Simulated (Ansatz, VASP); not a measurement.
**Al6H in VASP and in Ansatz**

File INCAR:

```
  PREC = Accurate
  ENCUT = 520
  EDIFF = 1E-7
  ISMEAR = 0
  SIGMA = 0.1
  LREAL = F
  LASPH = T
  NELM = 80
  ALGO = Normal
  ISIF = 2
  LWAVE = F
  LCHARG = F
  LDIPOL = T
  IDIPOL = 3
  DIPOL = 0.5 0.5 0.306
  GGA = PE
  NBANDS = 32
```

The input KPOINTS:

```
Automatic mesh
0
Gamma
  6 6 1
```

The input POSCAR:

```
Al6H
1.0
    5.7143028096      0.0000000000      0.0000000000
   -2.8571514048      4.9487313980      0.0000000000
    0.0000000000      0.0000000000     22.6016424997
Al H
12 2
Direct
    0.3333333333      0.1666666667      0.1769782882
    0.3333333333      0.6666666667      0.1769782882
    0.8333333333      0.1666666667      0.1769782882
    0.8333333333      0.6666666667      0.1769782882
    0.1666666667      0.3333333333      0.2787817902
    0.1666666667      0.8333333333      0.2787817902
    0.6666666667      0.3333333333      0.2787817902
    0.6666666667      0.8333333333      0.2787817902
    0.0000000000      0.0000000000      0.3805759913
    0.0000000000      0.5000000000      0.3805759913
    0.5000000000      0.0000000000      0.3805759913
    0.5000000000      0.5000000000      0.3805759913
    0.2764585035      0.1666666667      0.4712773640
    0.3902081632      0.1666666667      0.4712773640
```

Input for Ansatz:

```yaml
crystal:
  lattice:
    - [5.7143028096, 0.0, 0.0]
    - [-2.8571514048, 4.948731398, 0.0]
    - [0.0, 0.0, 22.6016424997]
  atoms:
    - { symbol: Al, position: [0.3333333333, 0.1666666667, 0.1769782882] }
    - { symbol: Al, position: [0.3333333333, 0.6666666667, 0.1769782882] }
    - { symbol: Al, position: [0.8333333333, 0.1666666667, 0.1769782882] }
    - { symbol: Al, position: [0.8333333333, 0.6666666667, 0.1769782882] }
    - { symbol: Al, position: [0.1666666667, 0.3333333333, 0.2787817902] }
    - { symbol: Al, position: [0.1666666667, 0.8333333333, 0.2787817902] }
    - { symbol: Al, position: [0.6666666667, 0.3333333333, 0.2787817902] }
    - { symbol: Al, position: [0.6666666667, 0.8333333333, 0.2787817902] }
    - { symbol: Al, position: [0.0, 0.0, 0.3805759913] }
    - { symbol: Al, position: [0.0, 0.5, 0.3805759913] }
    - { symbol: Al, position: [0.5, 0.0, 0.3805759913] }
    - { symbol: Al, position: [0.5, 0.5, 0.3805759913] }
    - { symbol: H, position: [0.2764585035, 0.1666666667, 0.471277364] }
    - { symbol: H, position: [0.3902081632, 0.1666666667, 0.471277364] }
basis:
  ecutwfc: 420
kpoints:
  mp_grid: { grid: [6, 6, 1] }
hamiltonian:
  xc: pbe
scf:
  occupations: { method: gaussian, width: 0.1 }
output:
  forces: true
  eigenvalues: true
efield:
  axis: 3
  dipole_correction: true
  ramp_width: 0.04
```

Alike in both runs: task single point; functional PBE; k mesh 6 × 6 × 1; occupations gaussian, width 0.1 eV; no spin polarisation.

|  | VASP | Ansatz |
| --- | --- | --- |
| version | VASP 6.6.1 | Ansatz 0.2.0 |
| potentials or method | VASP PAW PBE potentials, release 64 (Al, H), cutoff 520 eV | scalar-relativistic, plane waves, PAW |
| valence electrons in the cell | 38 | 38 |

VASP gave:

| Property | Result |
| --- | --- |
| gap on the k mesh at the Fermi level (eV) | none |
| rms of the force components (eV/Å) | 1.132 |

Which values does Ansatz return?

gap on the k mesh at the Fermi level (eV): none; rms of the force components (eV/Å): 1.124.

Atom by atom the forces differ by 0.008 eV/Å (rms over components). A gap of «none» marks a metal or a gap that the smearing closes.
